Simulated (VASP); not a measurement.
# TiB2 (P6/mmm) in VASP: notebook, part 2 of 2

VASP 6.6.1.

### Step 4. Single point, PBEsol

This run uses another cell than the first one, of 8.38 Å³/atom.

INCAR reads:

```
PREC     = Accurate       # precision mode
ENCUT    = 520            # plane-wave cutoff, eV
EDIFF    = 1E-7           # SCF threshold, eV
ISMEAR   = -1             # smearing method
SIGMA    = 0.05           # smearing width, eV
LREAL    = F              # projectors in reciprocal space
LASPH    = T              # aspherical terms in the spheres
NELM     = 60             # most SCF steps
ALGO     = Normal         # electronic algorithm
ISIF     = 2              # what is computed and relaxed
LWAVE    = F              # write WAVECAR
LCHARG   = T              # write CHGCAR
GGA      = PS             # functional
LELF     = T              # ELF
LVHAR    = T            
NBANDS   = 16             # bands
```

KPOINTS reads:

```
Automatic mesh
0
Gamma
  10 10 8
```

POSCAR reads:

```
TiB2
1.0
    3.0165130593      0.0000000000      0.0000000000
   -1.5082565296      2.6123769402      0.0000000000
    0.0000000000      0.0000000000      3.1890638234
Ti B
1 2
Direct
    0.0000000000      0.0000000000      0.0000000000
    0.6666666667      0.3333333333      0.5000000000
    0.3333333333      0.6666666667      0.5000000000
```

Potentials or basis: VASP PAW PBE potentials, release 64 (Ti_sv, B).

The run is started by

```
$ cat potpaw_PBE.64/Ti_sv/POTCAR potpaw_PBE.64/B/POTCAR > POTCAR
$ mpirun -np 1 vasp_std > vasp.out
```

OUTCAR:

```text
PREC = Accurate
   ENCUT = 520
   EDIFF = 1E-7
   ISMEAR = -1
   LREAL = F
   LASPH = T
   NELM = 60
   ISIF = 2
   GGA = PS

 ion  position               nearest neighbor table
   1  0.000  0.000  0.000-   2 2.36   3 2.36   2 2.36   3 2.36   3 2.36   3 2.36   2 2.36   2 2.36
                             2 2.36   2 2.36   3 2.36   3 2.36
   2  0.667  0.333  0.500-   3 1.74   3 1.74   3 1.74   1 2.36   1 2.36   1 2.36   1 2.36   1 2.36
                             1 2.36
   3  0.333  0.667  0.500-   2 1.74   2 1.74   2 1.74   1 2.36   1 2.36   1 2.36   1 2.36   1 2.36
                             1 2.36
[... 655 lines left out ...]
  Direction    XX          YY          ZZ          XY          YZ          ZX
  --------------------------------------------------------------------------------------
  -------------------------------------------------------------------------------------
  Total        0.0585556      0.0585556      0.0381308      0.0000000      0.0000000      0.0000000
  in kB        3.7331428      3.7331428      2.4309869      0.0000000      0.0000000      0.0000000
  external PRESSURE =       3.2990908 kB  Pullay stress =       0.0000000 kB

 VOLUME and BASIS-vectors are now :
 -----------------------------------------------------------------------------
  energy-cutoff  :      520.00
  volume of cell :       25.13
      direct lattice vectors                 reciprocal lattice vectors
     3.016513059  0.000000000  0.000000000     0.331508593  0.191396575  0.000000000
    -1.508256530  2.612376940  0.000000000     0.000000000  0.382793151  0.000000000
     0.000000000  0.000000000  3.189063823     0.000000000  0.000000000  0.313571648

 POSITION                                       TOTAL-FORCE (eV/Angst)
 -----------------------------------------------------------------------------------
      0.00000      0.00000      0.00000         0.000000      0.000000      0.000000
      1.50826      0.87079      1.59453         0.000000     -0.000000      0.000000
     -0.00000      1.74158      1.59453        -0.000000      0.000000      0.000000
 -----------------------------------------------------------------------------------
    total drift:                               -0.000000      0.000000      0.000000

  FREE ENERGIE OF THE ION-ELECTRON SYSTEM (eV)
  ---------------------------------------------------
  free  energy   TOTEN  =       -25.7863181075 eV

  energy  without entropy=      -25.7796275536  energy(sigma->0) =      -25.78297283
```

OSZICAR:

```text
N       E                     dE             d eps       ncg     rms          rms(c)
DAV:   1     0.122307221975E+03    0.12231E+03   -0.91291E+03  2240   0.129E+03
DAV:   2    -0.234967467254E+02   -0.14580E+03   -0.14109E+03  2400   0.343E+02
DAV:   3    -0.306678898113E+02   -0.71711E+01   -0.71130E+01  3272   0.742E+01
DAV:   4    -0.308447102900E+02   -0.17682E+00   -0.17672E+00  2704   0.102E+01
DAV:   5    -0.308487402418E+02   -0.40300E-02   -0.40299E-02  3248   0.136E+00    0.175E+01
DAV:   6    -0.257895868022E+02    0.50592E+01   -0.19589E+01  3152   0.491E+01    0.391E+00
DAV:   7    -0.257858935350E+02    0.36933E-02   -0.93459E-01  2384   0.110E+01    0.353E+00
DAV:   8    -0.257891210288E+02   -0.32275E-02   -0.82855E-02  3616   0.239E+00    0.641E-01
DAV:   9    -0.257866750121E+02    0.24460E-02   -0.31389E-02  2744   0.224E+00    0.229E-01
DAV:  10    -0.257863073362E+02    0.36768E-03   -0.20381E-03  2720   0.561E-01    0.615E-02
DAV:  11    -0.257863553050E+02   -0.47969E-04   -0.52644E-04  2968   0.267E-01    0.712E-02
DAV:  12    -0.257863180945E+02    0.37211E-04   -0.14936E-04  2552   0.159E-01    0.156E-02
DAV:  13    -0.257863182362E+02   -0.14169E-06   -0.60407E-06  2840   0.210E-02    0.359E-03
DAV:  14    -0.257863180382E+02    0.19803E-06   -0.58985E-07  2720   0.661E-03    0.640E-04
DAV:  15    -0.257863181075E+02   -0.69356E-07   -0.87094E-08  1880   0.198E-03
   1 F= -.25786318E+02 E0= -.25782973E+02  d E =-.669055E-02
```

It took 34 s on 1 thread of Intel Xeon 8259CL, shared host; peak memory 0.15 GiB.

Results:

```
Free energy            : -25.7863 eV
Pressure               : 0.3 GPa
Band gap on the k mesh : zero (bands 9 and 10 overlap by 0.70 eV)
```

Stress tensor (GPa, compression positive):
```
0.37 0.00 0.00
0.00 0.37 0.00
0.00 0.00 0.24
```

Levels at points of the mesh, in eV from the Fermi level:
| k point | band 5 | band 6 | band 7 | band 8 | band 9 | band 10 | band 11 | band 12 | band 13 | band 14 |
| --- | --- | --- | --- | --- | --- | --- | --- | --- | --- | --- |
| (0.00, 0.00, 0.00) | -13.49 | -2.62 | -2.62 | -2.14 | -2.10 | 2.04 | 2.04 | 3.90 | 3.90 | 5.87 |
| (0.50, 0.00, 0.00) | -9.38 | -9.15 | -3.22 | -3.15 | -2.28 | 1.47 | 2.89 | 3.40 | 3.57 | 7.69 |
| (0.00, 0.00, 0.50) | -11.46 | -7.62 | -0.47 | -0.47 | -0.17 | -0.17 | 0.51 | 0.51 | 1.86 | 6.64 |
| (0.50, 0.00, 0.50) | -9.72 | -7.46 | -4.66 | -3.84 | -3.07 | 2.69 | 3.08 | 4.78 | 4.85 | 5.56 |

Caveat: the PAW data sets were made with another functional, which shifts forces and pressure a little.

### Step 5. Summary

| level | cell | gap on the mesh (eV) | pressure (GPa) |
| --- | --- | --- | --- |
| PBEsol+D3(BJ) | a = 2.998, b = 2.998, c = 3.160 Å, angles 90.0, 90.0, 120.0°, 3 atoms | none | -1.3 |
| PBEsol+D4 | a = 3.004, b = 3.004, c = 3.160 Å, angles 90.0, 90.0, 120.0°, 3 atoms | none | 0.4 |
| PBEsol | a = 3.017, b = 3.017, c = 3.189 Å, angles 90.0, 90.0, 120.0°, 3 atoms | none | 0.3 |

Alike in all rows: task single point; potentials or basis VASP PAW PBE potentials, release 64 (Ti_sv, B); no spin polarisation; k mesh 10 × 10 × 8; cutoff (eV) 520; smearing fermi-dirac 0.05 eV.

Caveats: the PAW data sets were made with another functional, which shifts forces and pressure a little; three body term missing (at least some runs).

Total energies depend on the potentials used, so only differences within one code and one set of settings carry meaning.
